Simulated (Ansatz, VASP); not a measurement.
**Two plane-wave programs on MnC2**

File INCAR:

```
ALGO = Normal
EDIFF = 1E-6
ENCUT = 700
GGA = PE
GGA_COMPAT = F
ISIF = 2
ISMEAR = 0
LASPH = T
LCHARG = T
LELF = T
LREAL = F
LVHAR = T
LWAVE = F
NBANDS = 58
NELM = 120
PREC = Accurate
SIGMA = 0.2
```

File KPOINTS:

```
k-points
0
Gamma
  8 4 2
```

Contents of POSCAR:

```
MnC2
1.0
    1.5030726914     -2.6035765544      0.0000000000
    4.5092180742      2.6035765544      0.0000000000
    0.0000000000      0.0000000000     11.7135202121
Mn C
4 8
Direct
    0.8752065552      0.0415978149      0.7500000000
    0.3752065552      0.5415978149      0.7500000000
    0.6247934448      0.4584021851      0.2500000000
    0.1247934448      0.9584021851      0.2500000000
    0.6247996474      0.1250667842      0.1830250766
    0.1247996474      0.6250667842      0.1830250766
    0.6247996474      0.1250667842      0.3169749234
    0.1247996474      0.6250667842      0.3169749234
    0.8752003526      0.3749332158      0.8169749234
    0.3752003526      0.8749332158      0.8169749234
    0.8752003526      0.3749332158      0.6830250766
    0.3752003526      0.8749332158      0.6830250766
```

Input for Ansatz:

```yaml
crystal:
  lattice:
    - [1.5030726914, -2.6035765544, 0.0]
    - [4.5092180742, 2.6035765544, 0.0]
    - [0.0, 0.0, 11.7135202121]
  atoms:
    - { symbol: Mn, position: [0.8752065552, 0.0415978149, 0.75] }
    - { symbol: Mn, position: [0.3752065552, 0.5415978149, 0.75] }
    - { symbol: Mn, position: [0.6247934448, 0.4584021851, 0.25] }
    - { symbol: Mn, position: [0.1247934448, 0.9584021851, 0.25] }
    - { symbol: C, position: [0.6247996474, 0.1250667842, 0.1830250766] }
    - { symbol: C, position: [0.1247996474, 0.6250667842, 0.1830250766] }
    - { symbol: C, position: [0.6247996474, 0.1250667842, 0.3169749234] }
    - { symbol: C, position: [0.1247996474, 0.6250667842, 0.3169749234] }
    - { symbol: C, position: [0.8752003526, 0.3749332158, 0.8169749234] }
    - { symbol: C, position: [0.3752003526, 0.8749332158, 0.8169749234] }
    - { symbol: C, position: [0.8752003526, 0.3749332158, 0.6830250766] }
    - { symbol: C, position: [0.3752003526, 0.8749332158, 0.6830250766] }
basis:
  ecutwfc: 420
kpoints:
  mp_grid: { grid: [8, 4, 2] }
hamiltonian:
  xc: pbe
scf:
  occupations: { method: gaussian, width: 0.2 }
  lower_state_search: "off"
output:
  forces: true
  stress: true
  eigenvalues: true
```

Alike in both runs: task single point; functional PBE; k mesh 8 × 4 × 2; occupations gaussian, width 0.2 eV; no spin polarisation.

```csv
,VASP,Ansatz
version,VASP 6.6.1,Ansatz 0.2.0
potentials or method,"VASP PAW PBE potentials, release 64 (Mn_sv, C), cutoff 700 eV","scalar-relativistic, plane waves, PAW"
valence electrons in the cell,92,92
```

|  | VASP | Ansatz | Ansatz less VASP |
| --- | --- | --- | --- |
| gap on the k mesh at the Fermi level (eV) | none | none | - |
| pressure (GPa) | -0.3 | 0.0 | +0.30 |
| traceless stress, the component that is largest in VASP (GPa) | 0.77 | 0.54 | -0.226 |
| rms of the force components (eV/Å) | 0.076 | 0.061 | -0.0148 |

Atom by atom the forces differ by 0.016 eV/Å (rms over components). A gap of «none» marks a metal or a gap that the smearing closes. With one functional, cell and mesh, what is left measures potentials, basis and numerics.
